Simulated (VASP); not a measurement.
# Be (P6_3/mmc) in VASP: further runs

Be is run at these levels: PBE; tasks: single point.

Everything below comes from runs of VASP 6.6.1. Logs are shortened: lines on timing, memory, paths and dates and some standing lists are left out, and cuts for length are marked.

**1. The cell of the first run**

The structure is hexagonal, space group P6_3/mmc (No. 194). Conventional cell: a = 2.414 Å, b = 2.414 Å, c = 3.421 Å, α = 90.00°, β = 90.00°, γ = 120.00°. Within 2.9 Å of Be (site symmetry -6m2) lie 12 Be at 2.21 to 2.41 Å.

**2. Single point, PBE (strain +0.050 along x and y, -0.050 along z)**

File INCAR:

```
SYSTEM = Be
  PREC = Accurate
  ENCUT = 520
  EDIFF = 1E-6
  ISMEAR = 0
  SIGMA = 0.15
  LREAL = .False.
  LASPH = .True.
  NELM = 60
  ALGO = Normal
  ISIF = 2
  LWAVE = .False.
  LCHARG = .False.
  GGA = PE
  NBANDS = 9
```

File KPOINTS:

```
Automatic mesh
0
Gamma
  24 24 14
  0 0 0
```

File POSCAR:

```
Be
1.0
    2.4144770842      0.0000000000      0.0000000000
   -1.2072385421      2.0909984917      0.0000000000
    0.0000000000      0.0000000000      3.4208550000
Be
2
Direct
    0.3333333333      0.6666666667      0.2500000000
    0.6666666667      0.3333333333      0.7500000000
```

Potentials or basis: VASP PAW PBE potentials, release 64 (Be).

Run with:

```
$ cat potpaw_PBE.64/Be/POTCAR > POTCAR
$ mpirun -np 1 vasp_std > vasp.out
```

OUTCAR:

```text
SYSTEM = Be
   PREC = Accurate
   ENCUT = 520
   EDIFF = 1E-6
   ISMEAR = 0
   LREAL = .False.
   LASPH = .True.
   NELM = 60
   ISIF = 2
   GGA = PE

 ion  position               nearest neighbor table
   1  0.333  0.667  0.250-   2 2.21   2 2.21   2 2.21   2 2.21   2 2.21   2 2.21
   2  0.667  0.333  0.750-   1 2.21   1 2.21   1 2.21   1 2.21   1 2.21   1 2.21

  LATTYP: Found a hexagonal cell.
 ALAT       =     2.4144770842
 C/A-ratio  =     1.4168098850

  Lattice vectors:

 A1 = (   2.4144770842,   0.0000000000,   0.0000000000)
 A2 = (  -1.2072385421,   2.0909984917,   0.0000000000)
 A3 = (   0.0000000000,   0.0000000000,   3.4208550000)

Analysis of symmetry for initial positions (statically):
=====================================================================
 Subroutine PRICEL returns:
 Original cell was already a primitive cell.

 Routine SETGRP: Setting up the symmetry group for a
 hexagonal supercell.

 Subroutine GETGRP returns: Found 24 space group operations
 (whereof 12 operations were pure point group operations)
 out of a pool of 24 trial point group operations.

The static configuration has the point symmetry D_3d.
 The point group associated with its full space group is D_6h.

Analysis of symmetry for dynamics (positions and initial velocities):
=====================================================================
 Subroutine PRICEL returns:
 Original cell was already a primitive cell.

 Routine SETGRP: Setting up the symmetry group for a
 hexagonal supercell.

 Subroutine GETGRP returns: Found 24 space group operations
 (whereof 12 operations were pure point group operations)
 out of a pool of 24 trial point group operations.

The dynamic configuration has the point symmetry D_3d.
 The point group associated with its full space group is D_6h.

 Subroutine INISYM returns: Found 24 space group operations
 (whereof 12 operations are pure point group operations),
 and found     1 'primitive' translations

----------------------------------------------------------------------------------------

                                     Primitive cell

  volume of cell :      17.2708

  direct lattice vectors                    reciprocal lattice vectors
     2.414477084  0.000000000  0.000000000     0.414168354  0.239120211  0.000000000
    -1.207238542  2.090998492  0.000000000     0.000000000  0.478240421  0.000000000
     0.000000000  0.000000000  3.420855000     0.000000000  0.000000000  0.292324580

  length of vectors
     2.414477084  2.414477084  3.420855000     0.478240421  0.478240421  0.292324580

  position of ions in fractional coordinates (direct lattice)
     0.333333333  0.666666667  0.250000000
     0.666666667  0.333333333  0.750000000

  ion indices of the primitive-cell ions
   primitive index   ion index
                 1           1
                 2           2

----------------------------------------------------------------------------------------

 KPOINTS: Automatic mesh

Automatic generation of k-mesh.
 Grid dimensions read from file:
 generate k-points for:   24   24   14

 Generating k-lattice:

  Cartesian coordinates                     Fractional coordinates (reciprocal lattice)
     0.017257015  0.009963342  0.000000000     0.041666667  0.000000000  0.000000000
     0.000000000  0.019926684  0.000000000     0.000000000  0.041666667  0.000000000
     0.000000000  0.000000000  0.020880327     0.000000000  0.000000000  0.071428571

  Length of vectors
     0.019926684  0.019926684  0.020880327

  Shift w.r.t. Gamma in fractional coordinates (k-lattice)
     0.000000000  0.000000000  0.000000000

 Subroutine IBZKPT returns following result:
 ===========================================

 Found    488 irreducible k-points:

 Following reciprocal coordinates:
            Coordinates               Weight
  0.000000  0.000000  0.000000      1.000000
  0.041667  0.000000  0.000000      6.000000
  0.083333  0.000000  0.000000      6.000000
  0.125000  0.000000  0.000000      6.000000
  0.166667  0.000000  0.000000      6.000000
  0.208333 -0.000000  0.000000      6.000000
[... 16 lines left out ...]
  0.416667  0.041667  0.000000     12.000000
  0.458333  0.041667  0.000000     12.000000
 [... further k-points ...]
   k-points           NKPTS =    488   k-points in BZ     NKDIM =    488   number of bands    NBANDS=      9
   number of dos      NEDOS =    301   number of ions     NIONS =      2
   total plane-waves  NPLWV =   9072
   dimension x,y,z NGX =    18 NGY =   18 NGZ =   28
   dimension x,y,z NGXF=    36 NGYF=   36 NGZF=   56
   ions per type =               2
   NGX,Y,Z   is equivalent  to a cutoff of  12.39, 12.39, 13.61 a.u.
   NGXF,Y,Z  is equivalent  to a cutoff of  24.79, 24.79, 27.21 a.u.
 SYSTEM =  Be
   PREC   = accura    normal or accurate (medium, high low for compatibility)
   ISTART =      0    job   : 0-new  1-cont  2-samecut
   ICHARG =      2    charge: 1-file 2-atom 10-const
[... 27 lines left out ...]
  volume/ion in A,a.u.               =       8.64        58.27
  Fermi-wavevector in a.u.,A,eV,Ry     =   1.005366  1.899867 13.752245  1.010761
  Thomas-Fermi vector in A             =   2.138041
   LORBIT       =      0    0 simple, 1 ext, 2 COOP (PROOUT), +10 PAW based schemes
   GGA     = PE    functional components
   LHFCALC =     F    Hartree Fock is set to
   AEXX    =    0.0000 exact exchange contribution
   IVDW    =     0    specifies the selected vdW correction
   LEPSILON=     F    determine dielectric tensor
   LRPA    =     F    only Hartree local field effects (RPA)
 non-spin polarized calculation
 Gauss-broadening in eV      SIGMA  =   0.15
  energy-cutoff  :      520.00
  volume of cell :       17.27
 maximum number of plane-waves:       487
 NGX is ok and might be reduce to    18
   NGX =  9   NGY =  9   NGZ = 13

 number of electron       4.0000000 magnetization

 Free energy of the ion-electron system (eV)
  ---------------------------------------------------
  ext. energy  EPLUGINS =         0.00000000
  ---------------------------------------------------
  free energy    TOTEN  =        -7.39441617 eV

  energy without entropy =       -7.39310891  energy(sigma->0) =       -7.39376254

 E-fermi :   6.1728     XC(G=0): -10.3125

 val. band max:        6.1388226287   @ k =   0.2917   0.2917   0.2857
 cond. band min:       6.2067535049   @ k =   0.2917   0.1667   0.0000
 fundamental gap:      0.0679308762
 Fermi energy:         6.1728052211

 k-point     1 :       0.0000    0.0000    0.0000
  band No.  band energies     occupation
      1      -4.5411      2.00000
      2       3.2168      2.00000
      3       8.9637      0.00000
      4      19.2731      0.00000
      5      19.2731      0.00000
      6      22.4854      0.00000
      7      22.4854      0.00000
      8      27.1117      0.00000
      9      30.2727      0.00000

 k-point     2 :       0.0417    0.0000    0.0000
  band No.  band energies     occupation
      1      -4.4961      2.00000
      2       3.2736      2.00000
      3       8.9702      0.00000
      4      18.9206      0.00000
      5      18.9945      0.00000
      6      22.5202      0.00000
      7      22.7049      0.00000
      8      26.9190      0.00000
      9      29.6266      0.00000

 k-point     3 :       0.0833    0.0000    0.0000
  band No.  band energies     occupation
      1      -4.3608      2.00000
      2       3.4440      2.00000
      3       8.9859      0.00000
      4      17.9955      0.00000
      5      18.3498      0.00000
      6      22.5926      0.00000
      7      23.1472      0.00000
      8      26.3470      0.00000
      9      28.4565      0.00000

 k-point     4 :       0.1250    0.0000    0.0000
  band No.  band energies     occupation
      1      -4.1352      2.00000
      2       3.7274      2.00000
      3       8.9968      0.00000
      4      16.7510      0.00000
      5      17.5840      0.00000
      6      22.6653      0.00000
      7      23.5151      0.00000
      8      25.4171      0.00000
      9      27.0596      0.00000
[... 205 lines left out ...]
 k-point    22 :       0.3750    0.0417    0.0000
  band No.  band energies     occupation
      1      -0.4566      2.00000
      2       5.0713      2.00000
      3       8.2181      0.00000
      4      12.7018      0.00000
      5      13.8565      0.00000
      6      15.5185      0.00000
      7      18.2807      0.00000
      8      22.5014      0.00000
      9      23.4072      0.00000

 k-point    23 :       0.4167    0.0417    0.0000
  band No.  band energies     occupation
      1       0.3929      2.00000
      2       3.9478      2.00000
      3       9.1787      0.00000
      4      12.9009      0.00000
      5      13.7772      0.00000
      6      14.1693      0.00000
      7      17.4518      0.00000
      8      22.3590      0.00000
      9      23.4308      0.00000

 k-point    24 :       0.4583    0.0417    0.0000
  band No.  band energies     occupation
      1       1.1704      2.00000
      2       3.0252      2.00000
      3       9.9496      0.00000
      4      12.9873      0.00000
      5      13.2017      0.00000
      6      13.8357      0.00000
      7      16.9570      0.00000
      8      22.2854      0.00000
      9      23.4442      0.00000

 [... further k-points ...]
[... 5 lines left out ...]
  --------------------------------------------------------------------------------------
  -------------------------------------------------------------------------------------
  Total       -1.7042041     -1.7042041      1.0954869      0.0000000     -0.0000000      0.0000000
  in kB     -158.0959364   -158.0959364    101.6263432      0.0000000     -0.0000000      0.0000000
  external PRESSURE =     -71.5218432 kB  Pullay stress =       0.0000000 kB

 VOLUME and BASIS-vectors are now :
 -----------------------------------------------------------------------------
  energy-cutoff  :      520.00
  volume of cell :       17.27
      direct lattice vectors                 reciprocal lattice vectors
     2.414477084  0.000000000  0.000000000     0.414168354  0.239120211  0.000000000
    -1.207238542  2.090998492  0.000000000     0.000000000  0.478240421  0.000000000
     0.000000000  0.000000000  3.420855000     0.000000000  0.000000000  0.292324580

 POSITION                                       TOTAL-FORCE (eV/Angst)
 -----------------------------------------------------------------------------------
     -0.00000      1.39400      0.85521         0.000000      0.000000      0.000000
      1.20724      0.69700      2.56564        -0.000000     -0.000000      0.000000
 -----------------------------------------------------------------------------------
    total drift:                                0.000000     -0.000000      0.000000

  FREE ENERGIE OF THE ION-ELECTRON SYSTEM (eV)
  ---------------------------------------------------
  free  energy   TOTEN  =        -7.3944161726 eV

  energy  without entropy=       -7.3931089091  energy(sigma->0) =       -7.39376254
```

Wall time 19 s (1 thread of Intel Xeon 6975P-C (Granite Rapids), shared host); peak memory 0.17 GiB.

What came out:

- Free energy: -7.3944 eV
- Pressure: -7.2 GPa
- Band gap on the k mesh: zero (band 2 reaches 7.40 eV, above the bottom of band 3 at 4.71 eV)

Caveat: the cell differs from its parent crystal (strain +0.050 along x and y, -0.050 along z).

**3. Single point, PBE (strain +0.025 along x and y, +0.000 along z)**

File INCAR:

```
ALGO     = Fast           # electronic algorithm
EDIFF    = 1E-6           # SCF threshold, eV
ENCUT    = 520            # plane-wave cutoff, eV
GGA      = PE             # functional
ISIF     = 2              # what is computed and relaxed
ISMEAR   = 0              # smearing method
LASPH    = True           # aspherical terms in the spheres
LCHARG   = False          # write CHGCAR
LREAL    = False          # projectors in reciprocal space
LWAVE    = False          # write WAVECAR
NBANDS   = 9              # bands
NELM     = 60             # most SCF steps
PREC     = Accurate       # precision mode
SIGMA    = 0.15           # smearing width, eV
```

File KPOINTS:

```
k-points
0
Gamma
  24 24 14
```

File POSCAR:

```
Be
1.0
    2.3569895345      0.0000000000      0.0000000000
   -1.1784947673      2.0412128133      0.0000000000
    0.0000000000      0.0000000000      3.6009000000
Be
2
Direct
    0.3333333333      0.6666666667      0.2500000000
    0.6666666667      0.3333333333      0.7500000000
```

Potentials or basis: VASP PAW PBE potentials, release 64 (Be).

Run with:

```
$ cat potpaw_PBE.64/Be/POTCAR > POTCAR
$ mpirun -np 1 vasp_std > vasp.out
```

It took 21 s on 1 thread of Intel Xeon 6975P-C (Granite Rapids), shared host; peak memory 0.17 GiB.

It converged, with:

- Free energy: -7.4803 eV
- Pressure: -9.1 GPa
- Band gap on the k mesh: zero (band 2 reaches 7.23 eV, above the bottom of band 3 at 5.13 eV)

Stress tensor (GPa, compression positive):
```
-11.36   0.00   0.00
  0.00 -11.36   0.00
  0.00   0.00  -4.70
```

Levels at points of the mesh, in eV from the Fermi level:
```tsv
k point	band 1	band 2	band 3	band 4	band 5	band 6
(0.00, 0.00, 0.00)	-10.76	-3.76	1.42	14.41	14.41	17.24
(0.50, 0.00, 0.00)	-4.68	-3.08	3.57	6.39	6.62	8.43
(0.00, 0.00, 0.50)	-8.58	-8.58	10.93	10.93	16.06	16.06
(0.50, 0.00, 0.50)	-3.31	-3.31	1.31	1.31	11.00	11.00
```

Caveat: the cell differs from its parent crystal (strain +0.025 along x and y, +0.000 along z).

**4. Single point, PBE (strain +0.050 along x and y, -0.025 along z)**

File INCAR:

```
SYSTEM = Be
  ALGO = Fast
  EDIFF = 1E-6
  ENCUT = 520
  GGA = PE
  ISIF = 2
  ISMEAR = 0
  LASPH = .True.
  LCHARG = .True.
  LELF = .True.
  LREAL = .False.
  LVHAR = .True.
  LWAVE = .False.
  NBANDS = 9
  NELM = 60
  PREC = Accurate
  SIGMA = 0.15
```

File KPOINTS:

```
k-points
0
Gamma
  24 24 14
  0 0 0
```

File POSCAR:

```
Be
1.0
    2.4144770842      0.0000000000      0.0000000000
   -1.2072385421      2.0909984917      0.0000000000
    0.0000000000      0.0000000000      3.5108775000
Be
2
Direct
    0.3333333333      0.6666666667      0.2500000000
    0.6666666667      0.3333333333      0.7500000000
```

Run with:

```
$ cat potpaw_PBE.64/Be/POTCAR > POTCAR
$ mpirun -np 1 vasp_std > vasp.out
```

It took 25 s on 1 thread of Intel Xeon 6975P-C (Granite Rapids), shared host; peak memory 0.17 GiB.

It converged, with:

```yaml
Free_energy: -7.4113 eV
Pressure: -10.2 GPa
Band_gap_on_the_k_mesh: zero (band 2 reaches 7.06 eV, above the bottom of band 3 at 4.67 eV)
```

Stress tensor (GPa, compression positive):
```
-16.19   0.00   0.00
  0.00 -16.19   0.00
  0.00   0.00   1.85
```

Levels at points of the mesh, in eV from the Fermi level:
| k point | band 1 | band 2 | band 3 | band 4 | band 5 | band 6 | band 7 |
| --- | --- | --- | --- | --- | --- | --- | --- |
| (0.00, 0.00, 0.00) | -10.60 | -3.19 | 2.22 | 13.28 | 13.28 | 16.31 | 16.31 |
| (0.50, 0.00, 0.00) | -4.73 | -3.25 | 3.68 | 6.57 | 7.12 | 7.60 | 9.88 |
| (0.00, 0.00, 0.50) | -8.31 | -8.31 | 12.18 | 12.18 | 15.10 | 15.10 | 15.10 |
| (0.50, 0.00, 0.50) | -3.28 | -3.28 | 1.17 | 1.17 | 10.34 | 10.34 | 15.29 |

Caveat: the cell differs from its parent crystal (strain +0.050 along x and y, -0.025 along z).

**5. Single point, PBE (strain +0.025 along x and y, +0.025 along z)**

File INCAR:

```
SYSTEM = Be
  PREC = Accurate
  ENCUT = 520
  EDIFF = 1E-6
  ISMEAR = 0
  SIGMA = 0.15
  LREAL = .FALSE.
  LASPH = .TRUE.
  NELM = 80
  ALGO = Normal
  ISIF = 2
  LWAVE = .FALSE.
  LCHARG = .FALSE.
  GGA = PE
  NBANDS = 9
```

File KPOINTS:

```
Automatic mesh
0
G
  24 24 14
  0 0 0
```

File POSCAR:

```
Be
1.0
    2.3569895345      0.0000000000      0.0000000000
   -1.1784947673      2.0412128133      0.0000000000
    0.0000000000      0.0000000000      3.6909225000
Be
2
Direct
    0.3333333333      0.6666666667      0.2500000000
    0.6666666667      0.3333333333      0.7500000000
```

Run with:

```
$ cat potpaw_PBE.64/Be/POTCAR > POTCAR
$ mpirun -np 1 vasp_std > vasp.out
```

Wall time 20 s (1 thread of Intel Xeon 6975P-C (Granite Rapids), shared host); peak memory 0.17 GiB.

It converged, with:

* Free energy: -7.4578 eV
* Pressure: -11.6 GPa
* Band gap on the k mesh: zero (band 2 reaches 7.05 eV, above the bottom of band 3 at 5.08 eV)

Stress tensor (GPa, compression positive):
```
-11.48   0.00   0.00
  0.00 -11.48   0.00
  0.00   0.00 -11.87
```

Levels at points of the mesh, in eV from the Fermi level:
| k point | band 1 | band 2 | band 3 | band 4 | band 5 |
| --- | --- | --- | --- | --- | --- |
| (0.00, 0.00, 0.00) | -10.69 | -3.97 | 0.86 | 14.52 | 14.52 |
| (0.50, 0.00, 0.00) | -4.59 | -3.02 | 3.40 | 6.10 | 6.14 |
| (0.00, 0.00, 0.50) | -8.61 | -8.61 | 9.96 | 9.96 | 16.03 |
| (0.50, 0.00, 0.50) | -3.28 | -3.28 | 1.24 | 1.24 | 10.98 |

Caveat: the cell differs from its parent crystal (strain +0.025 along x and y, +0.025 along z).

**6. Single point, PBE (strain +0.050 along x and y, +0.000 along z)**

File INCAR:

```
SYSTEM = Be
PREC     = Accurate       ! precision mode
ENCUT    = 520            ! plane-wave cutoff, eV
EDIFF    = 1E-6           ! SCF threshold, eV
ISMEAR   = 0              ! smearing method
SIGMA    = 0.15           ! smearing width, eV
LREAL    = .FALSE.        ! projectors in reciprocal space
LASPH    = .TRUE.         ! aspherical terms in the spheres
NELM     = 60             ! most SCF steps
ALGO     = Normal         ! electronic algorithm
ISIF     = 2              ! what is computed and relaxed
LWAVE    = .FALSE.        ! write WAVECAR
LCHARG   = .FALSE.        ! write CHGCAR
GGA      = PE             ! functional
NBANDS   = 9              ! bands
```

KPOINTS is that of step 5.

File POSCAR:

```
Be
1.0
    2.4144770842      0.0000000000      0.0000000000
   -1.2072385421      2.0909984917      0.0000000000
    0.0000000000      0.0000000000      3.6009000000
Be
2
Direct
    0.3333333333      0.6666666667      0.2500000000
    0.6666666667      0.3333333333      0.7500000000
```

Potentials or basis: VASP PAW PBE potentials, release 64 (Be).

Run with:

```
$ cat potpaw_PBE.64/Be/POTCAR > POTCAR
$ mpirun -np 1 vasp_std > vasp.out
```

It took 22 s on 1 thread of Intel Xeon 6975P-C (Granite Rapids), shared host; peak memory 0.17 GiB.

It converged, with:

```
Free energy            : -7.4058 eV
Pressure               : -12.8 GPa
Band gap on the k mesh : zero (band 2 reaches 6.81 eV, above the bottom of band 3 at 4.63 eV)
```

Stress tensor (GPa, compression positive):
```
-16.35   0.00   0.00
  0.00 -16.35   0.00
  0.00   0.00  -5.57
```

Levels at points of the mesh, in eV from the Fermi level:
```tsv
k point	band 1	band 2	band 3	band 4	band 5	band 6	band 7
(0.00, 0.00, 0.00)	-10.49	-3.39	1.68	13.45	13.45	16.30	16.30
(0.50, 0.00, 0.00)	-4.58	-3.13	3.52	6.33	6.62	7.79	9.49
(0.00, 0.00, 0.50)	-8.30	-8.30	11.21	11.21	15.12	15.12	15.12
(0.50, 0.00, 0.50)	-3.20	-3.20	1.13	1.13	10.37	10.37	14.65
```

Caveat: the cell differs from its parent crystal (strain +0.050 along x and y, +0.000 along z).

**7. Overview**

```csv
cell,gap on the mesh (eV),pressure (GPa)
"a = 2.414, b = 2.414, c = 3.421 Å, angles 90.0, 90.0, 120.0°, 2 atoms",none,-7.2
"a = 2.357, b = 2.357, c = 3.601 Å, angles 90.0, 90.0, 120.0°, 2 atoms",none,-9.1
"a = 2.414, b = 2.414, c = 3.511 Å, angles 90.0, 90.0, 120.0°, 2 atoms",none,-10.2
"a = 2.357, b = 2.357, c = 3.691 Å, angles 90.0, 90.0, 120.0°, 2 atoms",none,-11.6
"a = 2.414, b = 2.414, c = 3.601 Å, angles 90.0, 90.0, 120.0°, 2 atoms",none,-12.8
```

Alike in all rows: task single point; level PBE; potentials or basis VASP PAW PBE potentials, release 64 (Be); no spin polarisation; k mesh 24 × 24 × 14; cutoff (eV) 520; smearing gaussian 0.15 eV.

Total energies depend on the potentials used, so only differences within one code and one set of settings carry meaning.
